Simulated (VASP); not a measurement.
# Rh (P6_3/mmc) in VASP: further runs

Runs on Rh. Level: LDA. Tasks: single point.

Program: VASP 6.6.1. These are calculated values, not measurements. Logs are shortened: lines on timing, memory, paths and dates and some standing lists are left out, and cuts for length are marked.

## 1. The cell of the first run

The structure is hexagonal, space group P6_3/mmc (No. 194). The conventional cell has a = 2.685 Å, b = 2.685 Å, c = 4.353 Å, α = 90.00°, β = 90.00°, γ = 120.00°. Rh (site symmetry -6m2) has 12 Rh at 2.67 to 2.68 Å within 3.5 Å.

## 2. Single point, LDA

INCAR

```
  ALGO = Normal
  EDIFF = 1E-7
  ENCUT = 520
  ISIF = 2
  ISMEAR = -1
  LASPH = T
  LCHARG = F
  LREAL = F
  LWAVE = F
  NBANDS = 22
  NELM = 100
  PREC = Accurate
  SIGMA = 0.1
```

KPOINTS

```
k-points
0
Gamma
  12 12 7
```

POSCAR

```
Rh
1.0
    2.6846822765      0.0000000000      0.0000000000
   -1.3423416298      2.3250028646      0.0000000000
    0.0000000000      0.0000000000      4.3534153613
Rh
2
Direct
    0.6666666667      0.3333333333      0.7500000000
    0.3333333333      0.6666666667      0.2500000000
```

Potentials or basis: VASP PAW LDA potentials, release 64 (Rh_pv).

Command:

```
cat potpaw_LDA.64/Rh_pv/POTCAR > POTCAR
mpirun -np 1 vasp_std > vasp.out
```

OUTCAR:

```text
EDIFF = 1E-7
   ENCUT = 520
   ISIF = 2
   ISMEAR = -1
   LASPH = T
   LREAL = F
   NELM = 100
   PREC = Accurate

 ion  position               nearest neighbor table
   1  0.667  0.333  0.750-   2 2.67   2 2.67   2 2.67   2 2.67   2 2.67   2 2.67
   2  0.333  0.667  0.250-   1 2.67   1 2.67   1 2.67   1 2.67   1 2.67   1 2.67

  LATTYP: Found a hexagonal cell.
 ALAT       =     2.6846822765
 C/A-ratio  =     1.6215756328

  Lattice vectors:

 A1 = (   2.6846822765,   0.0000000000,   0.0000000000)
 A2 = (  -1.3423416298,   2.3250028646,   0.0000000000)
 A3 = (   0.0000000000,   0.0000000000,   4.3534153613)

Analysis of symmetry for initial positions (statically):
=====================================================================
 Subroutine PRICEL returns:
 Original cell was already a primitive cell.

 Routine SETGRP: Setting up the symmetry group for a
 hexagonal supercell.

 Subroutine GETGRP returns: Found 24 space group operations
 (whereof 12 operations were pure point group operations)
 out of a pool of 24 trial point group operations.

The static configuration has the point symmetry D_3d.
 The point group associated with its full space group is D_6h.

Analysis of symmetry for dynamics (positions and initial velocities):
=====================================================================
 Subroutine PRICEL returns:
 Original cell was already a primitive cell.

 Routine SETGRP: Setting up the symmetry group for a
 hexagonal supercell.

 Subroutine GETGRP returns: Found 24 space group operations
 (whereof 12 operations were pure point group operations)
 out of a pool of 24 trial point group operations.

The dynamic configuration has the point symmetry D_3d.
 The point group associated with its full space group is D_6h.

 Subroutine INISYM returns: Found 24 space group operations
 (whereof 12 operations are pure point group operations),
 and found     1 'primitive' translations

----------------------------------------------------------------------------------------

                                     Primitive cell

  volume of cell :      27.1736

  direct lattice vectors                    reciprocal lattice vectors
     2.684682276  0.000000000  0.000000000     0.372483556  0.215053577  0.000000000
    -1.342341630  2.325002865  0.000000000     0.000000000  0.430106997  0.000000000
     0.000000000  0.000000000  4.353415361     0.000000000  0.000000000  0.229704707

  length of vectors
     2.684682276  2.684682360  4.353415361     0.430107010  0.430106997  0.229704707

  position of ions in fractional coordinates (direct lattice)
     0.666666667  0.333333333  0.750000000
     0.333333333  0.666666667  0.250000000

  ion indices of the primitive-cell ions
   primitive index   ion index
                 1           1
                 2           2

----------------------------------------------------------------------------------------

 KPOINTS: k-points

Automatic generation of k-mesh.
 Grid dimensions read from file:
 generate k-points for:   12   12    7

 Generating k-lattice:

  Cartesian coordinates                     Fractional coordinates (reciprocal lattice)
     0.031040296  0.017921131  0.000000000     0.083333333 -0.000000000  0.000000000
     0.000000000  0.035842250  0.000000000     0.000000000  0.083333333  0.000000000
     0.000000000  0.000000000  0.032814958     0.000000000  0.000000000  0.142857143

  Length of vectors
     0.035842251  0.035842250  0.032814958

  Shift w.r.t. Gamma in fractional coordinates (k-lattice)
     0.000000000  0.000000000  0.000000000

 Subroutine IBZKPT returns following result:
 ===========================================

 Found     76 irreducible k-points:

 Following reciprocal coordinates:
            Coordinates               Weight
  0.000000  0.000000  0.000000      1.000000
  0.083333  0.000000  0.000000      6.000000
  0.166667  0.000000  0.000000      6.000000
  0.250000  0.000000  0.000000      6.000000
  0.333333  0.000000  0.000000      6.000000
  0.416667  0.000000  0.000000      6.000000
[... 16 lines left out ...]
  0.250000  0.000000  0.142857     12.000000
  0.333333  0.000000  0.142857     12.000000
 [... further k-points ...]
   k-points           NKPTS =     76   k-points in BZ     NKDIM =     76   number of bands    NBANDS=     22
   number of dos      NEDOS =    301   number of ions     NIONS =      2
   total plane-waves  NPLWV =  12800
   dimension x,y,z NGX =    20 NGY =   20 NGZ =   32
   dimension x,y,z NGXF=    40 NGYF=   40 NGZF=   64
   ions per type =               2
   NGX,Y,Z   is equivalent  to a cutoff of  12.38, 12.38, 12.22 a.u.
   NGXF,Y,Z  is equivalent  to a cutoff of  24.77, 24.77, 24.44 a.u.
 SYSTEM =  unknown system
   PREC   = accura    normal or accurate (medium, high low for compatibility)
   ISTART =      0    job   : 0-new  1-cont  2-samecut
   ICHARG =      2    charge: 1-file 2-atom 10-const
   ISPIN  =      1    spin polarized calculation?
   LNONCOLLINEAR =      F non collinear calculations
   LSORBIT =      F    spin-orbit coupling
   LASPH  =      T    aspherical Exc in radial PAW
   ENCUT  =  520.0 eV  38.22 Ry    6.18 a.u.   4.99  4.99  8.09*2*pi/ulx,y,z
   NELM   =    100;   NELMIN=  2; NELMDL= -5     # of ELM steps
   EDIFF  = 0.1E-06   stopping-criterion for ELM
   LREAL  =      F    real-space projection
   EDIFFG = 0.1E-05   stopping-criterion for IOM
   NSW    =      0    number of steps for IOM
   IBRION =     -1    ionic relax: 0-MD 1-quasi-New 2-CG
   NFREE  =      0    steps in history (QN), initial steepest desc. (CG)
   ISIF   =      2    stress and relaxation
   ISYM   =      2    0-nonsym 1-usesym 2-fastsym
   POTIM  = 0.5000    time-step for ionic-motion
   TEBEG  =    0.0;   TEEND  =   0.0 temperature during run
   PSTRESS=    0.0 pullay stress
   NELECT =      30.0000    total number of electrons
   NUPDOWN=      -1.0000    fix difference up-down
   EMIN   =  10.00;   EMAX   =-10.00  energy-range for DOS
   EFERMI =   0.00;   METHOD = LEGACY
   ISMEAR =    -1;   SIGMA  =   0.10  broadening in eV -4-tet -1-fermi 0-gaus
   EFERMI_NEDOS =   21; number of points for ismear=-14 and -15
   IALGO  =     38    algorithm
   IMIX   =      4    mixing-type and parameters
     AMIX     =   0.40;   BMIX     =  1.00
     AMIX_MAG =   1.60;   BMIX_MAG =  1.00
  volume/ion in A,a.u.               =      13.59        91.69
  Fermi-wavevector in a.u.,A,eV,Ry     =   1.691998  3.197412 38.951521  2.862856
  Thomas-Fermi vector in A             =   2.773663
   LORBIT       =      0    0 simple, 1 ext, 2 COOP (PROOUT), +10 PAW based schemes
   GGA     = CA    functional components
   LHFCALC =     F    Hartree Fock is set to
   AEXX    =    0.0000 exact exchange contribution
   IVDW    =     0    specifies the selected vdW correction
   LEPSILON=     F    determine dielectric tensor
   LRPA    =     F    only Hartree local field effects (RPA)
 non-spin polarized calculation
  energy-cutoff  :      520.00
  volume of cell :       27.17
 maximum number of plane-waves:       756
 NGX is ok and might be reduce to    20
   NGX =  9   NGY =  9   NGZ = 17

 number of electron      30.0000004 magnetization

 Free energy of the ion-electron system (eV)
  ---------------------------------------------------
  ext. energy  EPLUGINS =         0.00000000
  ---------------------------------------------------
  free energy    TOTEN  =       -17.32729987 eV

  energy without entropy =      -17.22352598  energy(sigma->0) =      -17.27541292

 E-fermi :  12.0233     XC(G=0): -14.4255

 val. band max:       12.0138015331   @ k =   0.1667   0.0833   0.4286
 cond. band min:      12.0241278164   @ k =   0.1667   0.1667   0.4286
 fundamental gap:      0.0103262833
 Fermi energy:        12.0233341704

 k-point     1 :       0.0000    0.0000    0.0000
  band No.  band energies     occupation
      1     -35.0317      2.00000
      2     -34.3401      2.00000
      3     -34.3401      2.00000
      4     -34.2407      2.00000
      5     -34.2284      2.00000
      6     -34.2284      2.00000
[... 14 lines left out ...]
     21      30.0613      0.00000
     22      30.7543      0.00000

 k-point     2 :       0.0833    0.0000    0.0000
  band No.  band energies     occupation
      1     -35.0147      2.00000
      2     -34.3792      2.00000
      3     -34.3527      2.00000
      4     -34.2690      2.00000
      5     -34.2477      2.00000
      6     -34.2346      2.00000
[... 14 lines left out ...]
     21      30.3476      0.00000
     22      30.9599      0.00000

 k-point     3 :       0.1667    0.0000    0.0000
  band No.  band energies     occupation
      1     -34.9659      2.00000
      2     -34.4861      2.00000
      3     -34.3863      2.00000
      4     -34.3780      2.00000
      5     -34.2688      2.00000
      6     -34.2524      2.00000
[... 14 lines left out ...]
     21      30.7783      0.00000
     22      30.7940      0.00000

 k-point     4 :       0.2500    0.0000    0.0000
  band No.  band energies     occupation
      1     -34.8925      2.00000
      2     -34.6323      2.00000
      3     -34.5229      2.00000
      4     -34.4306      2.00000
      5     -34.3043      2.00000
      6     -34.2779      2.00000
[... 14 lines left out ...]
     21      29.0721      0.00000
     22      29.3803      0.00000

 k-point     5 :       0.3333    0.0000    0.0000
  band No.  band energies     occupation
      1     -34.8063      2.00000
      2     -34.7785      2.00000
      3     -34.6634      2.00000
      4     -34.4737      2.00000
      5     -34.3524      2.00000
      6     -34.3043      2.00000
[... 417 lines left out ...]
 k-point    22 :       0.1667    0.0000    0.1429
  band No.  band energies     occupation
      1     -34.9373      2.00000
      2     -34.4765      2.00000
      3     -34.4060      2.00000
      4     -34.3797      2.00000
      5     -34.2807      2.00000
      6     -34.2591      2.00000
[... 14 lines left out ...]
     21      30.1871      0.00000
     22      30.6050      0.00000

 k-point    23 :       0.2500    0.0000    0.1429
  band No.  band energies     occupation
      1     -34.8812      2.00000
      2     -34.6129      2.00000
      3     -34.5462      2.00000
      4     -34.4232      2.00000
      5     -34.3124      2.00000
      6     -34.2855      2.00000
[... 14 lines left out ...]
     21      29.2294      0.00000
     22      29.3736      0.00000

 k-point    24 :       0.3333    0.0000    0.1429
  band No.  band energies     occupation
      1     -34.8575      2.00000
      2     -34.7179      2.00000
      3     -34.6713      2.00000
      4     -34.4654      2.00000
      5     -34.3536      2.00000
      6     -34.3128      2.00000
[... 14 lines left out ...]
     21      27.5016      0.00000
     22      27.7256      0.00000

 [... further k-points ...]

------------------------ aborting loop because EDIFF is reached ----------------------------------------

  FORCE on cell =-STRESS in cart. coord.  units (eV):
  Direction    XX          YY          ZZ          XY          YZ          ZX
  --------------------------------------------------------------------------------------
  -------------------------------------------------------------------------------------
  Total       -0.9024252     -0.9024251     -1.1132814      0.0000002      0.0000000      0.0000000
  in kB      -53.2078005    -53.2077919    -65.6400722      0.0000112      0.0000000      0.0000000
  external PRESSURE =     -57.3518882 kB  Pullay stress =       0.0000000 kB

 VOLUME and BASIS-vectors are now :
 -----------------------------------------------------------------------------
  energy-cutoff  :      520.00
  volume of cell :       27.17
      direct lattice vectors                 reciprocal lattice vectors
     2.684682276  0.000000000  0.000000000     0.372483556  0.215053577  0.000000000
    -1.342341630  2.325002865  0.000000000     0.000000000  0.430106997  0.000000000
     0.000000000  0.000000000  4.353415361     0.000000000  0.000000000  0.229704707

 POSITION                                       TOTAL-FORCE (eV/Angst)
 -----------------------------------------------------------------------------------
      1.34234      0.77500      3.26506        -0.000000      0.000000      0.000000
     -0.00000      1.55000      1.08835         0.000000     -0.000000      0.000000
 -----------------------------------------------------------------------------------
    total drift:                                0.000000     -0.000000      0.000000

  FREE ENERGIE OF THE ION-ELECTRON SYSTEM (eV)
  ---------------------------------------------------
  free  energy   TOTEN  =       -17.3272998663 eV

  energy  without entropy=      -17.2235259808  energy(sigma->0) =      -17.27541292
```

It took 11 s on 1 thread of Intel Xeon 6975P-C (Granite Rapids), shared host; peak memory 0.15 GiB.

Results:

```yaml
Free_energy: -17.3273 eV
Pressure: -5.7 GPa
Band_gap_on_the_k_mesh: zero (band 15 reaches 12.68 eV, above the bottom of band 16 at 10.20 eV)
```

Stress tensor (GPa, compression positive):
```
-5.32  0.00  0.00
 0.00 -5.32  0.00
 0.00  0.00 -6.56
```

## 3. Single point, LDA

This run uses another cell than the first one, of 13.94 Å³/atom, 1.026 times its volume.

INCAR

```
SYSTEM = Rh
ALGO     = Normal         ! electronic algorithm
EDIFF    = 1E-7           ! SCF threshold, eV
ENCUT    = 520            ! plane-wave cutoff, eV
ISIF     = 2              ! what is computed and relaxed
ISMEAR   = -1             ! smearing method
LASPH    = .True.         ! aspherical terms in the spheres
LCHARG   = .False.        ! write CHGCAR
LREAL    = .False.        ! projectors in reciprocal space
LWAVE    = .False.        ! write WAVECAR
NBANDS   = 22             ! bands
NELM     = 60             ! most SCF steps
PREC     = Accurate       ! precision mode
SIGMA    = 0.1            ! smearing width, eV
```

KPOINTS

```
k-points
0
Gamma
  12 12 7
  0 0 0
```

POSCAR

```
Rh
1.0
    2.7080285116      0.0000000000      0.0000000000
   -1.3540147516      2.3452212956      0.0000000000
    0.0000000000      0.0000000000      4.3912730472
Rh
2
Direct
    0.6666666667      0.3333333333      0.7500000000
    0.3333333333      0.6666666667      0.2500000000
```

Potentials or basis: VASP PAW LDA potentials, release 64 (Rh_pv).

Command:

```
cat potpaw_LDA.64/Rh_pv/POTCAR > POTCAR
mpirun -np 1 vasp_std > vasp.out
```

Wall time 13 s (1 thread of Intel Xeon 6975P-C (Granite Rapids), shared host); peak memory 0.15 GiB.

It converged, with:

```
Free energy            : -17.2867 eV
Pressure               : -12.6 GPa
Band gap on the k mesh : zero (band 15 reaches 12.16 eV, above the bottom of band 16 at 9.79 eV)
```

Stress tensor (GPa, compression positive):
```
-12.09   0.00   0.00
  0.00 -12.09   0.00
  0.00   0.00 -13.48
```

Levels at points of the mesh, in eV from the Fermi level:
```csv
k point,band 12,band 13,band 14,band 15,band 16,band 17,band 18,band 19
"(0.00, 0.00, 0.00)",-2.47,-2.47,-1.86,-1.86,0.15,0.15,0.68,8.40
"(0.50, 0.00, 0.00)",-2.22,-2.13,0.44,0.62,0.74,2.99,5.05,10.15
```

(Part 1 of 2 ends here.)
